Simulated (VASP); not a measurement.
# Rh (Fm-3m) in VASP: notebook, part 2 of 2

VASP 6.6.1. Earlier steps stand in the parts before.

## 4. Single point, PBE

INCAR reads:

```
SYSTEM = Rh
PREC = Accurate
ENCUT = 520
EDIFF = 1E-6
ISMEAR = -1
SIGMA = 0.02
LREAL = .False.
LASPH = .True.
NELM = 60
ALGO = Normal
ISIF = 2
LWAVE = .False.
LCHARG = .True.
GGA = PE
LELF = .True.
LVHAR = .True.
NBANDS = 14
```

KPOINTS reads:

```
regular mesh
0
Gamma
  5 5 5
  0 0 0
```

POSCAR reads:

```
Rh
1.0
    0.0000000000      1.8978500000      1.8978500000
    1.8978500000      0.0000000000      1.8978500000
    1.8978500000      1.8978500000      0.0000000000
Rh
1
Direct
    0.0000000000      0.0000000000      0.0000000000
```

Potentials or basis: VASP PAW PBE potentials, release 64 (Rh_pv).

On the command line:

```bash
$ cat potpaw_PBE.64/Rh_pv/POTCAR > POTCAR
$ mpirun -np 1 vasp_std > vasp.out
```

OUTCAR:

```text
SYSTEM = Rh
   PREC = Accurate
   ENCUT = 520
   EDIFF = 1E-6
   ISMEAR = -1
   LREAL = .False.
   LASPH = .True.
   NELM = 60
   ISIF = 2
   GGA = PE

 ion  position               nearest neighbor table
   1  0.000  0.000  0.000-

  LATTYP: Found a face centered cubic cell.
 ALAT       =     3.7957000000

  Lattice vectors:

 A1 = (   0.0000000000,   1.8978500000,   1.8978500000)
 A2 = (   1.8978500000,   0.0000000000,   1.8978500000)
 A3 = (   1.8978500000,   1.8978500000,   0.0000000000)

Analysis of symmetry for initial positions (statically):
[... 33 lines left out ...]
                                     Primitive cell

  volume of cell :      13.6715

  direct lattice vectors                    reciprocal lattice vectors
     0.000000000  1.897850000  1.897850000    -0.263456016  0.263456016  0.263456016
     1.897850000  0.000000000  1.897850000     0.263456016 -0.263456016  0.263456016
     1.897850000  1.897850000  0.000000000     0.263456016  0.263456016 -0.263456016

  length of vectors
     2.683965209  2.683965209  2.683965209     0.456319205  0.456319205  0.456319205

  position of ions in fractional coordinates (direct lattice)
     0.000000000  0.000000000  0.000000000

  ion indices of the primitive-cell ions
   primitive index   ion index
                 1           1

----------------------------------------------------------------------------------------

 KPOINTS: regular mesh

Automatic generation of k-mesh.
 Grid dimensions read from file:
 generate k-points for:    5    5    5

 Generating k-lattice:

  Cartesian coordinates                     Fractional coordinates (reciprocal lattice)
    -0.052691203  0.052691203  0.052691203     0.200000000  0.000000000  0.000000000
     0.052691203 -0.052691203  0.052691203     0.000000000  0.200000000  0.000000000
     0.052691203  0.052691203 -0.052691203     0.000000000  0.000000000  0.200000000

  Length of vectors
     0.091263841  0.091263841  0.091263841

  Shift w.r.t. Gamma in fractional coordinates (k-lattice)
[... 61 lines left out ...]
   LORBIT       =      0    0 simple, 1 ext, 2 COOP (PROOUT), +10 PAW based schemes
   GGA     = PE    functional components
   LHFCALC =     F    Hartree Fock is set to
   AEXX    =    0.0000 exact exchange contribution
   IVDW    =     0    specifies the selected vdW correction
   LEPSILON=     F    determine dielectric tensor
   LRPA    =     F    only Hartree local field effects (RPA)
 non-spin polarized calculation
  energy-cutoff  :      520.00
  volume of cell :       13.67
 maximum number of plane-waves:       377
   NGX =  9   NGY =  9   NGZ =  9

 number of electron      15.0000007 magnetization

 Free energy of the ion-electron system (eV)
  ---------------------------------------------------
  ext. energy  EPLUGINS =         0.00000000
  ---------------------------------------------------
  free energy    TOTEN  =        -7.10010366 eV

  energy without entropy =       -7.09615666  energy(sigma->0) =       -7.09813016

 E-fermi :  12.2766     XC(G=0): -14.0648

 val. band max:       12.2734331922   @ k =   0.4000   0.0000   0.0000
 cond. band min:      12.4116495289   @ k =  -0.4000   0.4000   0.2000
 fundamental gap:      0.1382163367
 Fermi energy:        12.2765706675

 k-point     1 :       0.0000    0.0000    0.0000
  band No.  band energies     occupation
      1     -34.3478      2.00000
      2     -34.3478      2.00000
      3     -34.3478      2.00000
      4       4.0064      2.00000
      5       8.9165      2.00000
      6       8.9165      2.00000
      7       8.9165      2.00000
      8      11.0361      2.00000
      9      11.0361      2.00000
     10      27.9796      0.00000
     11      32.6004      0.00000
     12      33.4985      0.00000
     13      33.4985      0.00000
     14      33.4985      0.00000
[... 139 lines left out ...]
      1     -34.9142      2.00000
      2     -34.7420      2.00000
      3     -34.5756      2.00000
      4       7.1394      2.00000
      5       7.5316      2.00000
      6       8.6454      2.00000
      7      11.0948      2.00000
      8      12.4116      0.00233
      9      17.8805      0.00000
     10      23.9537      0.00000
     11      24.3114      0.00000
     12      27.0284      0.00000
     13      32.6016      0.00000
     14      36.7415      0.00000

------------------------ aborting loop because EDIFF is reached ----------------------------------------

  FORCE on cell =-STRESS in cart. coord.  units (eV):
  Direction    XX          YY          ZZ          XY          YZ          ZX
  --------------------------------------------------------------------------------------
  -------------------------------------------------------------------------------------
  Total        0.8698036      0.8698036      0.8698036      0.0000000     -0.0000000     -0.0000000
  in kB      101.9333117    101.9333117    101.9333117      0.0000000     -0.0000000     -0.0000000
  external PRESSURE =     101.9333117 kB  Pullay stress =       0.0000000 kB

 VOLUME and BASIS-vectors are now :
 -----------------------------------------------------------------------------
  energy-cutoff  :      520.00
  volume of cell :       13.67
      direct lattice vectors                 reciprocal lattice vectors
     0.000000000  1.897850000  1.897850000    -0.263456016  0.263456016  0.263456016
     1.897850000  0.000000000  1.897850000     0.263456016 -0.263456016  0.263456016
     1.897850000  1.897850000  0.000000000     0.263456016  0.263456016 -0.263456016

 POSITION                                       TOTAL-FORCE (eV/Angst)
 -----------------------------------------------------------------------------------
      0.00000      0.00000      0.00000         0.000000     -0.000000      0.000000
 -----------------------------------------------------------------------------------
    total drift:                                0.000000      0.000000      0.000000

  FREE ENERGIE OF THE ION-ELECTRON SYSTEM (eV)
  ---------------------------------------------------
  free  energy   TOTEN  =        -7.1001036582 eV

  energy  without entropy=       -7.0961566554  energy(sigma->0) =       -7.09813016
```

OSZICAR:

```text
N       E                     dE             d eps       ncg     rms          rms(c)
DAV:   1     0.124657358255E+03    0.12466E+03   -0.84596E+03   288   0.112E+03
DAV:   2    -0.592294299560E+01   -0.13058E+03   -0.12581E+03   334   0.349E+02
DAV:   3    -0.755201310282E+01   -0.16291E+01   -0.16232E+01   322   0.420E+01
DAV:   4    -0.755811372333E+01   -0.61006E-02   -0.61004E-02   328   0.260E+00
DAV:   5    -0.755816906703E+01   -0.55344E-04   -0.55343E-04   316   0.217E-01    0.107E+01
DAV:   6    -0.712286568195E+01    0.43530E+00   -0.67714E-01   310   0.115E+01    0.408E+00
DAV:   7    -0.710350606293E+01    0.19360E-01   -0.49618E-02   304   0.221E+00    0.165E+00
DAV:   8    -0.710023564528E+01    0.32704E-02   -0.48117E-03   298   0.940E-01    0.149E-01
DAV:   9    -0.710010451047E+01    0.13113E-03   -0.17317E-04   304   0.185E-01    0.180E-02
DAV:  10    -0.710010365819E+01    0.85228E-06   -0.77704E-06   340   0.377E-02
   1 F= -.71001037E+01 E0= -.70981302E+01  d E =-.394700E-02
```

Run time: 3.1 s. Hardware: 1 thread of Intel Xeon 6975P-C, shared host; peak memory 0.12 GiB.

Results:

```
Free energy : -7.1001 eV
Pressure    : 10.2 GPa
```

Caveat: the k points lie up to 0.57 Å⁻¹ apart.

## 5. Single point, PBE

INCAR reads:

```
SYSTEM = Rh
PREC = Accurate
ENCUT = 520
EDIFF = 1E-7
ISMEAR = 0
SIGMA = 0.015
LREAL = .FALSE.
LASPH = .TRUE.
NELM = 80
ALGO = Fast
ISIF = 2
LWAVE = .FALSE.
LCHARG = .FALSE.
GGA = PE
NBANDS = 14
```

KPOINTS reads:

```
Automatic mesh
0
G
  12 12 12
  0 0 0
```

POSCAR is that of step 4.

On the command line:

```bash
$ cat potpaw_PBE.64/Rh_pv/POTCAR > POTCAR
$ mpirun -np 1 vasp_std > vasp.out
```

Run time: 13 s. Hardware: 1 thread of Intel Xeon 6975P-C, shared host; peak memory 0.13 GiB.

The run converged. Its results:

| Property | Result |
| --- | --- |
| Free energy | -7.2524 eV |
| Pressure | 7.3 GPa |

Levels at points of the mesh, in eV from the Fermi level:
```
           k point  band 4  band 5  band 6  band 7  band 8  band 9  band 10  band 11
(0.00, 0.00, 0.00)   -8.06   -3.17   -3.17   -3.17   -1.07   -1.07    15.94    20.42
(0.50, 0.00, 0.00)   -6.23   -3.25   -3.25    0.50    0.50    0.67     8.64    15.45
(0.50, 0.50, 0.00)   -6.43   -6.06    0.47    0.93    0.93    3.22    12.28    13.30
```

## 6. The runs side by side

| task | level | potentials or basis | spin | cell | k mesh | cutoff (eV) | smearing | gap on the mesh (eV) | pressure (GPa) |
| --- | --- | --- | --- | --- | --- | --- | --- | --- | --- |
| relaxation of cell and atoms | revPBE+D4 | VASP PAW PBE potentials, release 64 (Rh_pv) | off | relaxed | 12 × 12 × 12 | 600 | fermi-dirac 0.05 eV | none | 0.0 |
| single point | LDA | VASP PAW LDA potentials, release 64 (Rh_pv) | non-collinear, zero start, SOC | as given | 9 × 9 × 9 | 520 | fermi-dirac 0.05 eV | - | -8.5 |
| single point | PBE | VASP PAW PBE potentials, release 64 (Rh_pv) | off | as given | 5 × 5 × 5 | 520 | fermi-dirac 0.02 eV | none | 10.2 |
| single point | PBE | VASP PAW PBE potentials, release 64 (Rh_pv) | off | as given | 12 × 12 × 12 | 520 | gaussian 0.015 eV | none | 7.3 |

Caveats: some runs use coarse meshes; the PAW data sets were made with another functional, which shifts forces and pressure a little (some runs); pairwise dispersion overbinds metals, which lowers pressure and volume (some runs).

Total energies depend on the potentials used, so only differences within one code and one set of settings carry meaning.
